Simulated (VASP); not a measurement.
A run of VASP 6.6.1:

File INCAR:

```
SYSTEM = NaF
  ALGO = Normal
  EDIFF = 1E-6
  ENCUT = 520
  GGA = PE
  ISIF = 2
  ISMEAR = 0
  LASPH = .True.
  LCHARG = .False.
  LREAL = .False.
  LWAVE = .False.
  NBANDS = 22
  NELM = 100
  PREC = Accurate
  SIGMA = 0.01
```

Contents of KPOINTS:

```
k-points
0
Gamma
  12 12 6
  0 0 0
```

The input POSCAR:

```
NaF
1.0
    3.8680668627      0.0000000000      0.0000000000
   -1.9340334314      3.3498441666      0.0000000000
    0.0000000000      0.0000000000      4.5514117151
Na F
2 2
Direct
    0.3333333333      0.6666666667      0.2500000000
    0.6666666667      0.3333333333      0.7500000000
    0.6666666667      0.3333333333      0.2500000000
    0.3333333333      0.6666666667      0.7500000000
```

Potentials or basis: VASP PAW PBE potentials, release 64 (Na_pv, F).

Command:

```sh
$ cat potpaw_PBE.64/Na_pv/POTCAR potpaw_PBE.64/F/POTCAR > POTCAR
$ mpirun -np 1 vasp_std > vasp.out
```

Hardware: 1 thread of Intel(R) Xeon(R) Platinum 8375C CPU @ 2.90GHz (Ice Lake) (shared host).

Question: Estimate the wall time of this run.

Answer: Wall time 82 s on 1 thread of Intel(R) Xeon(R) Platinum 8375C CPU @ 2.90GHz (Ice Lake), on a shared host, peak memory 0.22 GiB. Counts: scf iterations 13, k points 76.
